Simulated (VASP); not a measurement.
# PtSe: single point with r2SCANh

PtSe:

```
Pt Se
1.0
     3.70187    0.00000    0.00000
    -1.85094    3.20591    0.00000
     0.00000    0.00000    3.61284
Pt Se
1 1
Direct
  0.00000 0.00000 0.00000
  0.66667 0.33333 0.50000
```

```yaml
Program: VASP 6.6.1
Task: single point
Functional: r2SCANh
Potentials_or_basis: VASP PAW PBE potentials, release 64 (Pt, Se)
Cutoff: 520 eV
k_mesh: 4 × 4 × 4
Occupations: fermi-dirac, width 0.05 eV
Spin: no spin polarisation
```

* Pressure: -15.1 GPa
* Band gap on the k mesh: zero (band 8 reaches 6.31 eV, above the bottom of band 9 at 5.41 eV)

Stress tensor (GPa, compression positive):
```
-13.29   0.00   0.00
  0.00 -13.29   0.00
  0.00   0.00 -18.63
```

Levels at points of the mesh, in eV from the Fermi level:
```tsv
k point	band 4	band 5	band 6	band 7	band 8	band 9	band 10	band 11	band 12	band 13
(0.00, 0.00, 0.00)	-4.01	-2.42	-2.37	-2.37	0.59	0.71	0.71	8.27	8.62	8.62
(0.50, 0.00, 0.00)	-3.70	-3.11	-2.54	-1.78	-1.52	1.48	3.42	6.90	9.42	10.06
(0.00, 0.00, 0.50)	-3.90	-3.02	-3.02	-2.14	0.70	0.70	5.82	6.38	11.73	11.73
(0.50, 0.00, 0.50)	-4.92	-2.20	-2.01	-1.77	-1.05	0.68	1.91	6.41	7.49	9.41
```

It took 5.8 min on 1 thread of Intel(R) Xeon(R) Platinum 8488C (Sapphire Rapids), with other jobs on the host, peak memory 0.18 GiB.

Caveat: the k points lie up to 0.49 Å⁻¹ apart; the PAW data sets were made with another functional, which shifts forces and pressure a little; spin-orbit coupling is left out, which moves the levels of the heavy elements.
